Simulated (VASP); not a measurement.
Runs of VASP 6.6.1 on BN. The cell holds a sheet with vacuum, 2 atoms: a = 2.512 Å, b = 2.512 Å, c = 23.902 Å, α = 90.00°, β = 90.00°, γ = 120.00°. 

```tsv
level	potentials or basis	dipole correction	gap on the mesh (eV)
PBE	VASP PAW PBE potentials, release 64 (B, N)	yes	4.66
LDA	VASP PAW LDA potentials, release 64 (B, N)	yes	(a)
PBE	VASP PAW PBE potentials, release 64 (B, N)	no	4.66
PBEsol	VASP PAW PBE potentials, release 64 (B, N)	yes	4.61
```

Alike in all rows: task single point; no spin polarisation; cell as given; k mesh 12 × 12 × 1; cutoff (eV) 520; smearing fermi-dirac 0.05 eV.

Question: Fill in the values left out.

Answer: (a) 4.53.

A k mesh can miss the band edges.
